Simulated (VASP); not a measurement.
Here is a VASP 6.6.1 calculation.

Contents of INCAR:

```
PREC     = Accurate       # precision mode
ENCUT    = 520            # plane-wave cutoff, eV
EDIFF    = 1E-6           # SCF threshold, eV
ISMEAR   = 0              # smearing method
SIGMA    = 0.15           # smearing width, eV
LREAL    = False          # projectors in reciprocal space
LASPH    = True           # aspherical terms in the spheres
NELM     = 80             # most SCF steps
ALGO     = Fast           # electronic algorithm
ISIF     = 2              # what is computed and relaxed
LWAVE    = False          # write WAVECAR
LCHARG   = True           # write CHGCAR
GGA      = PE             # functional
LELF     = True           # ELF
LVHAR    = True         
NBANDS   = 19             # bands
```

File KPOINTS:

```
regular mesh
0
Gamma
  18 18 10
```

Contents of POSCAR:

```
Ti
1.0
    3.0384977962      0.0000000000      0.0000000000
   -1.5192488981      2.6314162809      0.0000000000
    0.0000000000      0.0000000000      4.6860000000
Ti
2
Direct
    0.3333333333      0.6666666667      0.2500000000
    0.6666666667      0.3333333333      0.7500000000
```

Potentials or basis: VASP PAW PBE potentials, release 64 (Ti_sv).

Command:

```sh
$ cat potpaw_PBE.64/Ti_sv/POTCAR > POTCAR
$ mpirun -np 1 vasp_std > vasp.out
```

(1) What does it give for the pressure?

(2) Predict the band gap on the k mesh.

Answers

(1) -7.5 GPa.

(2) zero (band 12 reaches 8.26 eV, above the bottom of band 13 at 7.24 eV).

Caveat: the cell differs from its parent crystal (strain +0.0300 x Voigt [1, 1, 0, 0, 0, 0]).
